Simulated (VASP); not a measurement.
Write the native input for VASP 6.6.1 that does the following.

* Task: single point
* Functional: PBE
* Potentials or basis: VASP PAW PBE potentials, release 64 (Ni)
* Cutoff: 520 eV
* k mesh: 13 × 13 × 13
* Occupations: fermi-dirac, width 0.05 eV
* Spin: collinear spin, ferromagnetic start
* Starting moments: [2.0] μB
* Dipole correction: no
* Further INCAR settings: ALGO = Normal; EDIFF = 1e-07; NBANDS = 15

The structure of Ni lies in POSCAR:

```
Ni
1.0
    0.0000000000      1.7659500000      1.7659500000
    1.7659500000      0.0000000000      1.7659500000
    1.7659500000      1.7659500000      0.0000000000
Ni
1
Direct
    0.0000000000      0.0000000000      0.0000000000
```

These files were run (other wordings do the same):

INCAR

```
SYSTEM = Ni
  PREC = Accurate
  ENCUT = 520
  EDIFF = 1E-7
  ISMEAR = -1
  SIGMA = 0.05
  LREAL = .False.
  LASPH = .True.
  NELM = 150
  ALGO = Normal
  ISIF = 2
  LWAVE = .False.
  LCHARG = .True.
  ISPIN = 2
  MAGMOM = 2
  LORBIT = 11
  LMAXMIX = 4
  GGA = PE
  LELF = .True.
  LVHAR = .True.
  NBANDS = 15
```

KPOINTS

```
Automatic mesh
0
Gamma
  13 13 13
  0 0 0
```

Potentials or basis: VASP PAW PBE potentials, release 64 (Ni).

The run is started by

```sh
$ cat potpaw_PBE.64/Ni/POTCAR > POTCAR
$ mpirun -np 1 vasp_std > vasp.out
```

It gave:

```
Pressure                                              : -2.3 GPa
Net moment                                            : 0.63 μB per cell
Site moments                                          : Ni +0.64 μB
Valence electrons inside the program's atomic spheres : Ni 9.29
```

Run time: 32 s on 1 thread of Intel Xeon 8259CL, with other jobs on the host, peak memory 0.15 GiB.
